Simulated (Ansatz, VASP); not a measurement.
Given: the input of a run of Ansatz 0.2.0 on CdClO.

Contents of input.yaml:

```yaml
crystal:
  lattice:
    - [3.8117738983, 0.0, 0.0]
    - [-1.9058869491, 3.3010930294, 0.0]
    - [0.0, 0.0, 9.562561]
  atoms:
    - { symbol: Cd, position: [0.6666666667, 0.3333333333, 0.019061] }
    - { symbol: Cd, position: [0.3333333333, 0.6666666667, 0.519061] }
    - { symbol: Cl, position: [0.6666666667, 0.3333333333, 0.338719] }
    - { symbol: Cl, position: [0.3333333333, 0.6666666667, 0.838719] }
    - { symbol: O, position: [0.0, 0.0, 0.079221] }
    - { symbol: O, position: [0.0, 0.0, 0.579221] }
hamiltonian:
  xc: pbe
  pseudopotentials: { kind: paw }
kpoints:
  mp_grid: { grid: [8, 8, 3] }
scf:
  occupations: { method: fermi_dirac, width: 0.05 }
output:
  forces: true
  stress: true
  eigenvalues: true
```

Potentials or basis: Ansatz PAW.

Launch:

```sh
$ ansatz run input.yaml --threads 2 --pin off --max-ram 5120MiB --backend cpu --events-out ev --progress --plain --runs-dir out
```

Translate it to VASP 6.6.1. Potentials there: VASP PAW PBE potentials, release 64 (Cd, Cl, O).

As run (the cutoff follows the program's own potentials):

INCAR

```
PREC = Accurate ; ENCUT = 520
EDIFF = 1E-7 ; ISMEAR = -1
SIGMA = 0.05 ; LREAL = F
LASPH = T ; NELM = 60
ALGO = Normal ; ISIF = 2
LWAVE = F ; LCHARG = F
GGA = PE ; NBANDS = 34
```

KPOINTS

```
Automatic mesh
0
Gamma
  8 8 3
```

POSCAR

```
CdClO
1.0
    3.8117738983      0.0000000000      0.0000000000
   -1.9058869491      3.3010930294      0.0000000000
    0.0000000000      0.0000000000      9.5625610000
Cd Cl O
2 2 2
Direct
    0.6666666667      0.3333333333      0.0190610000
    0.3333333333      0.6666666667      0.5190610000
    0.6666666667      0.3333333333      0.3387190000
    0.3333333333      0.6666666667      0.8387190000
    0.0000000000      0.0000000000      0.0792210000
    0.0000000000      0.0000000000      0.5792210000
```

Potentials or basis: VASP PAW PBE potentials, release 64 (Cd, Cl, O).

The run is started by

```bash
$ cat potpaw_PBE.64/Cd/POTCAR potpaw_PBE.64/Cl/POTCAR potpaw_PBE.64/O/POTCAR > POTCAR
$ mpirun -np 1 vasp_std > vasp.out
```

Both were run:

|  | VASP | Ansatz | Ansatz less VASP |
| --- | --- | --- | --- |
| gap on the k mesh at the Fermi level (eV) | none | none | - |
| pressure (GPa) | -2.1 | -2.5 | -0.44 |
| traceless stress, the component that is largest in VASP (GPa) | 1.50 | 1.77 | +0.263 |
| rms of the force components (eV/Å) | 0.051 | 0.059 | +0.0082 |

Atom by atom the forces differ by 0.018 eV/Å (rms over components). A gap of «none» marks a metal or a gap that the smearing closes. VASP's potentials hold 50 valence electrons a cell and Ansatz's 66, so a difference there can come from the potentials and not from the codes.
